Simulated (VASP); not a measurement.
Here is a VASP 6.6.1 calculation.

The input INCAR:

```
SYSTEM = Be3B
PREC = Accurate ; ENCUT = 520
EDIFF = 1E-6 ; ISMEAR = 0
SIGMA = 0.1 ; LREAL = .FALSE.
LASPH = .TRUE. ; NELM = 100
ALGO = Normal ; ISIF = 2
LWAVE = .FALSE. ; LCHARG = .FALSE.
GGA = PE ; NBANDS = 12
```

The input KPOINTS:

```
Automatic mesh
0
G
  12 12 4
  0 0 0
```

The input POSCAR:

```
Be3B
1.0
    2.1496051700      0.0000000000      0.0000000000
   -1.0748025900      1.8616126900      0.0000000000
    0.0000000000      0.0000000000      7.1358087900
Be B
3 1
Direct
    0.6666666700      0.3333333300      0.5000000000
    0.3333333300      0.6666666700      0.2463857700
    0.3333333300      0.6666666700      0.7536142300
    0.6666666700      0.3333333300      0.0000000000
```

Potentials or basis: VASP PAW PBE potentials, release 64 (Be, B).

The run is started by

```console
$ cat potpaw_PBE.64/Be/POTCAR potpaw_PBE.64/B/POTCAR > POTCAR
$ mpirun -np 1 vasp_std > vasp.out
```

Predict the largest force.

0.680 eV/Å.

Predict the pressure.

6.1 GPa.

Stress tensor (GPa, compression positive):
```
12.42  0.00  0.00
 0.00 12.42  0.00
 0.00  0.00 -6.56
```
